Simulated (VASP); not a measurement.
Wanted: the native input for a VASP 6.6.1 run.

```yaml
Task: single point
Functional: PBE
Potentials_or_basis: VASP PAW PBE potentials, release 64 (B)
Cutoff: 520 eV
k_mesh: 6 × 6 × 6
Occupations: gaussian, width 0.1 eV
Spin: no spin polarisation
Dipole_correction: no
Further_INCAR_settings: ALGO = Normal; EDIFF = 1e-06; NBANDS = 18
```

The structure of B lies in POSCAR:

```
B
1.0
    4.3438603400      0.0000000000      0.0000000000
   -2.1719301700      3.7618934100      0.0000000000
    0.0000000000      0.0000000000      2.5617633900
B
6
Direct
    0.6226509800      0.6226509800      0.1666666700
    0.3773490200      0.0000000000      0.5000000000
    0.0000000000      0.3773490200      0.8333333300
    0.0000000000      0.6226509800      0.3333333300
    0.3773490200      0.3773490200      0.6666666700
    0.6226509800      0.0000000000      0.0000000000
```

The cell was built from a structure type or drawn by symmetry, and may not be a known phase.

One way to write it, as run:

INCAR

```
PREC = Accurate ; ENCUT = 520
EDIFF = 1E-6 ; ISMEAR = 0
SIGMA = 0.1 ; LREAL = F
LASPH = T ; NELM = 80
ALGO = Normal ; ISIF = 2
LWAVE = F ; LCHARG = T
GGA = PE ; LELF = T
LVHAR = T ; NBANDS = 18
```

KPOINTS

```
regular mesh
0
Gamma
  6 6 6
```

Potentials or basis: VASP PAW PBE potentials, release 64 (B).

The run is started by

```sh
$ cat potpaw_PBE.64/B/POTCAR > POTCAR
$ mpirun -np 1 vasp_std > vasp.out
```

Results of the run:

```
Pressure               : 36.8 GPa
Largest force          : 1.757 eV/Å
Band gap on the k mesh : zero (bands 9 and 10 overlap by 3.58 eV)
```

Caveat: the k points lie up to 0.41 Å⁻¹ apart, too coarse for converged energies and pressures of a metal; forces of over 1 eV/Å act on the atoms, so gaps and moduli don't describe the material at rest.

Wall time 30 s on 1 thread of Intel Xeon 8259CL (shared host), peak memory 0.15 GiB.
